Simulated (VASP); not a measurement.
# NiO2 (P-3m1) in VASP: notebook, part 2 of 2

VASP 6.6.1. The steps go on from the part before.

### 5 Single point, PBEsol (c/a of the conventional cell at fixed volume 1.7504)

Contents of INCAR:

```
SYSTEM = NiO2
ALGO = Normal
EDIFF = 1E-6
ENCUT = 520
GGA = PS
ISIF = 2
ISMEAR = 0
LASPH = .True.
LCHARG = .True.
LELF = .True.
LREAL = .False.
LVHAR = .True.
LWAVE = .False.
NBANDS = 18
NELM = 60
PREC = Accurate
SIGMA = 0.05
```

Contents of KPOINTS:

```
k-points
0
Gamma
  12 12 6
  0 0 0
```

Contents of POSCAR:

```
NiO2
1.0
    2.8028105550      0.0000000000      0.0000000000
   -1.4014052775      2.4273051426      0.0000000000
    0.0000000000      0.0000000000      4.9060395955
Ni O
1 2
Direct
    0.0000000000      0.0000000000      0.5000000000
    0.6666666667      0.3333333333      0.6499533987
    0.3333333333      0.6666666667      0.3500466013
```

Potentials or basis: VASP PAW PBE potentials, release 64 (Ni, O).

Started as:

```sh
$ cat potpaw_PBE.64/Ni/POTCAR potpaw_PBE.64/O/POTCAR > POTCAR
$ mpirun -np 1 vasp_std > vasp.out
```

OUTCAR:

```text
SYSTEM = NiO2
   EDIFF = 1E-6
   ENCUT = 520
   GGA = PS
   ISIF = 2
   ISMEAR = 0
   LASPH = .True.
   LREAL = .False.
   NELM = 60
   PREC = Accurate

 ion  position               nearest neighbor table
   1  0.000  0.000  0.500-   2 1.78   3 1.78   3 1.78   2 1.78   2 1.78   3 1.78
   2  0.667  0.333  0.650-   1 1.78   1 1.78   1 1.78
   3  0.333  0.667  0.350-   1 1.78   1 1.78   1 1.78

  LATTYP: Found a hexagonal cell.
 ALAT       =     2.8028105550
 C/A-ratio  =     1.7504000000

  Lattice vectors:
[... 696 lines left out ...]

  FORCE on cell =-STRESS in cart. coord.  units (eV):
  Direction    XX          YY          ZZ          XY          YZ          ZX
  --------------------------------------------------------------------------------------
  -------------------------------------------------------------------------------------
  Total        6.3332921      6.3332921      5.9668545      0.0000000      0.0000000      0.0000000
  in kB      304.0121447    304.0121447    286.4223229      0.0000000      0.0000000      0.0000000
  external PRESSURE =     298.1488707 kB  Pullay stress =       0.0000000 kB

 VOLUME and BASIS-vectors are now :
 -----------------------------------------------------------------------------
  energy-cutoff  :      520.00
  volume of cell :       33.38
      direct lattice vectors                 reciprocal lattice vectors
     2.802810555  0.000000000  0.000000000     0.356784727  0.205989758  0.000000000
    -1.401405278  2.427305143  0.000000000     0.000000000  0.411979517  0.000000000
     0.000000000  0.000000000  4.906039596     0.000000000  0.000000000  0.203830397

 POSITION                                       TOTAL-FORCE (eV/Angst)
 -----------------------------------------------------------------------------------
      0.00000      0.00000      2.45302        -0.000000      0.000000      0.000000
      1.40141      0.80910      3.18870         0.000000      0.000000      4.117816
     -0.00000      1.61820      1.71734        -0.000000      0.000000     -4.117816
 -----------------------------------------------------------------------------------
    total drift:                                0.000000     -0.000000     -0.000000

  FREE ENERGIE OF THE ION-ELECTRON SYSTEM (eV)
  ---------------------------------------------------
  free  energy   TOTEN  =       -17.9969893135 eV

  energy  without entropy=      -17.9969893135  energy(sigma->0) =      -17.99698931
```

OSZICAR:

```text
N       E                     dE             d eps       ncg     rms          rms(c)
DAV:   1     0.170237626220E+03    0.17024E+03   -0.11737E+04  3632   0.146E+03
DAV:   2    -0.106768608313E+02   -0.18091E+03   -0.16748E+03  3884   0.323E+02
DAV:   3    -0.255558112122E+02   -0.14879E+02   -0.14734E+02  4122   0.108E+02
DAV:   4    -0.257471265218E+02   -0.19132E+00   -0.19116E+00  4164   0.125E+01
DAV:   5    -0.257499471939E+02   -0.28207E-02   -0.28205E-02  4180   0.152E+00    0.327E+01
DAV:   6    -0.291958654737E+02   -0.34459E+01   -0.52502E+01  4512   0.172E+02    0.469E+01
DAV:   7    -0.180160443976E+02    0.11180E+02   -0.21228E+01  4254   0.121E+02    0.678E+00
DAV:   8    -0.180143346360E+02    0.17098E-02   -0.19974E+00  3940   0.155E+01    0.379E+00
DAV:   9    -0.179994355707E+02    0.14899E-01   -0.77529E-02  5180   0.661E+00    0.513E-01
DAV:  10    -0.179998191700E+02   -0.38360E-03   -0.31878E-02  4212   0.480E+00    0.584E-01
DAV:  11    -0.179969420302E+02    0.28771E-02   -0.53333E-03  4170   0.220E+00    0.889E-02
DAV:  12    -0.179969955665E+02   -0.53536E-04   -0.78435E-04  3828   0.247E-01    0.540E-02
DAV:  13    -0.179969901571E+02    0.54094E-05   -0.15809E-04  3868   0.315E-01    0.158E-02
DAV:  14    -0.179969896040E+02    0.55302E-06   -0.19898E-05  3892   0.612E-02    0.896E-03
DAV:  15    -0.179969893135E+02    0.29053E-06   -0.23412E-06  3122   0.447E-02
   1 F= -.17996989E+02 E0= -.17996989E+02  d E =-.852242E-11
```

Run time: 2.5 min. Hardware: 1 thread of AMD EPYC 7R13, shared host; peak memory 0.16 GiB.

What came out:

| Property | Result |
| --- | --- |
| Free energy | -17.9970 eV |
| Pressure | 29.8 GPa |
| Largest force | 4.118 eV/Å |
| Band gap on the k mesh | 0.86 eV, indirect (least direct gap 1.37 eV) |

Forces on the atoms (eV/Å):
```
Ni   0.000  0.000  0.000
O    0.000  0.000  4.118
O    0.000  0.000 -4.118
```

Stress tensor (GPa, compression positive):
```
30.40  0.00  0.00
 0.00 30.40  0.00
 0.00  0.00 28.64
```

Levels at points of the mesh, in eV from the valence-band top:
| k point | band 8 | band 9 | band 10 | band 11 | band 12 | band 13 | band 14 | band 15 |
| --- | --- | --- | --- | --- | --- | --- | --- | --- |
| (0.00, 0.00, 0.00) | -1.87 | -1.80 | -1.80 | -0.13 | 2.48 | 2.48 | 6.90 | 11.15 |
| (0.50, 0.00, 0.00) | -2.58 | -2.37 | -1.88 | -1.17 | 1.29 | 2.51 | 12.02 | 12.17 |
| (0.00, 0.00, 0.50) | -2.41 | -1.80 | -1.80 | 0.00 | 2.49 | 2.49 | 8.18 | 10.30 |
| (0.50, 0.00, 0.50) | -2.58 | -2.36 | -1.68 | -1.21 | 1.27 | 2.49 | 11.02 | 12.45 |

Caveat: the PAW data sets were made with another functional, which shifts forces and pressure a little. Spin polarisation is off, so any magnetic state and its effect on volume and gap are missing.

### 6 Single point, PBEsol (c/a of the conventional cell at fixed volume 1.6433)

Contents of INCAR:

```
SYSTEM = NiO2
  PREC = Accurate
  ENCUT = 520
  EDIFF = 1E-6
  ISMEAR = 0
  SIGMA = 0.05
  LREAL = .False.
  LASPH = .True.
  NELM = 60
  ALGO = Normal
  ISIF = 2
  LWAVE = .False.
  LCHARG = .False.
  GGA = PS
  NBANDS = 18
```

Contents of KPOINTS:

```
regular mesh
0
Gamma
  12 12 6
  0 0 0
```

Contents of POSCAR:

```
NiO2
1.0
    2.8624235356      0.0000000000      0.0000000000
   -1.4312117678      2.4789314982      0.0000000000
    0.0000000000      0.0000000000      4.7038205961
Ni O
1 2
Direct
    0.0000000000      0.0000000000      0.5000000000
    0.6666666667      0.3333333333      0.6750910825
    0.3333333333      0.6666666667      0.3249089175
```

Potentials or basis: VASP PAW PBE potentials, release 64 (Ni, O).

Started as:

```sh
$ cat potpaw_PBE.64/Ni/POTCAR potpaw_PBE.64/O/POTCAR > POTCAR
$ mpirun -np 1 vasp_std > vasp.out
```

It took 23 s on 1 thread of Intel Xeon Platinum 8559C (Emerald Rapids), shared host; peak memory 0.19 GiB.

Results (log left out):

| Property | Result |
| --- | --- |
| Free energy | -18.6025 eV |
| Pressure | 3.8 GPa |
| Largest force | 1.418 eV/Å |
| Band gap on the k mesh | 0.82 eV, indirect (least direct gap 1.23 eV) |

Forces in eV/Å, atoms in the order of the input:
```
Ni   0.000  0.000  0.000
O    0.000  0.000  1.418
O    0.000  0.000 -1.418
```

Stress tensor (GPa, compression positive):
```
 0.28  0.00  0.00
 0.00  0.28  0.00
 0.00  0.00 10.94
```

Levels at points of the mesh, in eV from the valence-band top:
| k point | band 8 | band 9 | band 10 | band 11 | band 12 | band 13 | band 14 | band 15 |
| --- | --- | --- | --- | --- | --- | --- | --- | --- |
| (0.00, 0.00, 0.00) | -1.43 | -1.43 | -1.14 | -0.19 | 2.22 | 2.22 | 7.16 | 10.80 |
| (0.50, 0.00, 0.00) | -2.10 | -1.90 | -1.84 | -1.11 | 1.28 | 2.20 | 12.27 | 12.42 |
| (0.00, 0.00, 0.50) | -2.01 | -1.45 | -1.45 | -0.02 | 2.24 | 2.24 | 8.93 | 9.80 |
| (0.50, 0.00, 0.50) | -2.10 | -1.90 | -1.47 | -1.16 | 1.26 | 2.16 | 11.24 | 12.50 |

Caveat: the PAW data sets were made with another functional, which shifts forces and pressure a little.

### 7 Summary

| cell | gap on the mesh (eV) | pressure (GPa) | largest force (eV/Å) |
| --- | --- | --- | --- |
| a = 2.730, b = 2.730, c = 5.170 Å, angles 90.0, 90.0, 120.0°, 3 atoms | 1.14 | 38.6 | 4.41 |
| a = 2.842, b = 2.842, c = 4.772 Å, angles 90.0, 90.0, 120.0°, 3 atoms | 0.74 | 25.3 | 3.92 |
| a = 2.766, b = 2.766, c = 5.039 Å, angles 90.0, 90.0, 120.0°, 3 atoms | 1.11 | 11.2 | 1.30 |
| a = 2.803, b = 2.803, c = 4.906 Å, angles 90.0, 90.0, 120.0°, 3 atoms | 0.86 | 29.8 | 4.12 |
| a = 2.862, b = 2.862, c = 4.704 Å, angles 90.0, 90.0, 120.0°, 3 atoms | 0.82 | 3.8 | 1.42 |

Alike in all rows: task single point; level PBEsol; potentials or basis VASP PAW PBE potentials, release 64 (Ni, O); no spin polarisation; k mesh 12 × 12 × 6; cutoff (eV) 520; smearing gaussian 0.05 eV.

Caveats: the PAW data sets were made with another functional, which shifts forces and pressure a little.

Total energies depend on the potentials used, so only differences within one code and one set of settings carry meaning.
